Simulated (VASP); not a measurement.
The system is FeO (Wuestite).

```
Fe O
1.0
     0.00000    2.15540    2.15540
     2.15540    0.00000    2.15540
     2.15540    2.15540    0.00000
Fe O
1 1
Cartesian
  0.0000 0.0000 0.0000
  2.1554 2.1554 2.1554
```

- Program: VASP 6.6.1
- Task: relaxation of cell and atoms
- Functional: LDA
- Potentials or basis: VASP PAW LDA potentials, release 64 (Fe_sv, O)
- Cutoff: 600 eV
- k mesh: 11 × 11 × 11
- Occupations: fermi-dirac, width 0.05 eV
- Spin: collinear spin, ferromagnetic start
- Starting moments: [3.0, 0.0] μB

At the start: pressure -17.7 GPa; volume 10.01 Å³/atom.

Q: Where does the relaxation end?

A: Over 4 steps the energy falls by 59.3 meV/atom and the volume is 8.99 Å³/atom (-10.3 %); space group Fm-3m (No. 225, to 0.05 Å); moment 3.71 μB per cell.

Step by step:
| step | energy change (eV) | largest force (eV/Å) | pressure (GPa) | volume (Å³) |
| --- | --- | --- | --- | --- |
| 1 | 0.0000 | 0.0000 | -17.66 | 20.03 |
| 2 | -0.0930 | 0.0000 | 9.25 | 16.99 |
| 3 | -0.1185 | 0.0000 | 0.33 | 17.93 |
| 4 | -0.1185 | 0.0000 | -0.01 | 17.97 |

Final structure:
```yaml
crystal:
  lattice:
    - [0.00000, 2.07895, 2.07895]
    - [2.07895, 0.00000, 2.07895]
    - [2.07895, 2.07895, 0.00000]
  atoms:
    - { symbol: Fe, position: [0.00000, 0.00000, 0.00000] }
    - { symbol: O, position: [0.50000, 0.50000, 0.50000] }
```

Caveat: the volume moved by -10 % from the deposited cell, more than functionals usually miss; a cell with one magnetic atom can't hold antiferromagnetic order, which such compounds often take.
